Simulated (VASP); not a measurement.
Here is a VASP 6.6.1 calculation.

File POSCAR:

```
MgO
1.0
    0.0000000000      2.1021674168      2.1021674168
    2.1021674168      0.0000000000      2.1021674168
    2.1021674168      2.1021674168      0.0000000000
Mg O
1 1
Direct
    0.0000000000      0.0000000000      0.0000000000
    0.5000000000      0.5000000000      0.5000000000
```

INCAR.step1

```
SYSTEM = MgO
ALGO = Normal ; EDIFF = 1E-4
ENCUT = 520 ; GGA = PE
ISMEAR = 1 ; LASPH = .True.
LCHARG = .False. ; LREAL = .False.
LWAVE = .True. ; NBANDS = 11
NELM = 60 ; PREC = Accurate
SIGMA = 0.2
```

The input INCAR.step2:

```
SYSTEM = MgO
ALGO = Normal ; EDIFF = 1E-6
ENCUT = 520 ; ISIF = 2
ISMEAR = 1 ; ISTART = 1
LASPH = .True. ; LCHARG = .True.
LELF = .True. ; LMIXTAU = .True.
LREAL = .False. ; LVHAR = .True.
LWAVE = .False. ; METAGGA = R2SCAN
NBANDS = 11 ; NELM = 60
PREC = Accurate ; SIGMA = 0.2
```

The input KPOINTS:

```
k-points
0
Gamma
  8 8 8
  0 0 0
```

Potentials or basis: VASP PAW PBE potentials, release 64 (Mg, O).

Launch:

```console
$ cat potpaw_PBE.64/Mg/POTCAR potpaw_PBE.64/O/POTCAR > POTCAR
$ cp INCAR.step1 INCAR
$ mpirun -np 1 vasp_std > vasp.out
$ cp INCAR.step2 INCAR
$ mpirun -np 1 vasp_std > vasp.out
```

**Question.** Predict the band gap on the k mesh.

**Answer.** 5.66 eV, direct.

**Question.** Predict the pressure.

**Answer.** -1.1 GPa.

Caveat: the PAW data sets were made with another functional, which shifts forces and pressure a little. r2SCAN opens gaps a little over a GGA but as a rule still falls short of measured ones.
